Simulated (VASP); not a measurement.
Write the native input for VASP 6.6.1 that does the following.

| Item | Value |
| --- | --- |
| Task | single point |
| Functional | PBE |
| Potentials or basis | VASP PAW PBE potentials, release 64 (Al, N) |
| Cutoff | 520 eV |
| k mesh | 5 × 5 × 1 |
| Occupations | gaussian, width 0.1 eV |
| Spin | no spin polarisation |
| Dipole correction | yes |
| Further INCAR settings | ALGO = Normal; EDIFF = 1e-06; NBANDS = 36 |

The structure of Al6N lies in POSCAR:

```
Al6N
1.0
    5.7143028096      0.0000000000      0.0000000000
    0.0000000000      5.7143028096      0.0000000000
    0.0000000000      0.0000000000     22.1750227687
Al N
12 2
Direct
    0.2500000000      0.2500000000      0.1803831293
    0.2500000000      0.7500000000      0.1803831293
    0.7500000000      0.2500000000      0.1803831293
    0.7500000000      0.7500000000      0.1803831293
    0.0000000000      0.0000000000      0.2744094920
    0.0000000000      0.5000000000      0.2744094920
    0.5000000000      0.0000000000      0.2744094920
    0.5000000000      0.5000000000      0.2744094920
    0.2500000000      0.2500000000      0.3686590473
    0.2500000000      0.7500000000      0.3686590473
    0.7500000000      0.2500000000      0.3686590473
    0.7500000000      0.7500000000      0.3686590473
    0.3660379008      0.5000000000      0.4480276242
    0.6339620992      0.5000000000      0.4480276242
```

One way to write it, as run:

INCAR

```
SYSTEM = Al6N
PREC = Accurate ; ENCUT = 520
EDIFF = 1E-6 ; ISMEAR = 0
SIGMA = 0.1 ; LREAL = .False.
LASPH = .True. ; NELM = 80
ALGO = Normal ; ISIF = 2
LWAVE = .False. ; LCHARG = .True.
LDIPOL = .True. ; IDIPOL = 3
DIPOL = 0.5 0.5 0.299 ; GGA = PE
LELF = .True. ; LVHAR = .True.
LVACPOTAV = .True. ; NBANDS = 36
```

KPOINTS

```
Automatic mesh
0
Gamma
  5 5 1
  0 0 0
```

Potentials or basis: VASP PAW PBE potentials, release 64 (Al, N).

Run with:

```bash
$ cat potpaw_PBE.64/Al/POTCAR potpaw_PBE.64/N/POTCAR > POTCAR
$ mpirun -np 1 vasp_std > vasp.out
```

Results of the run:

| Quantity | Value |
| --- | --- |
| Largest force | 5.566 eV/Å |
| Band gap on the k mesh | zero (bands 23 and 24 overlap by 0.65 eV) |

Run time: 11 min on 1 thread of Intel(R) Xeon(R) Platinum 8259CL CPU @ 2.50GHz (Skylake/Cascade Lake), on a shared host, peak memory 0.71 GiB.
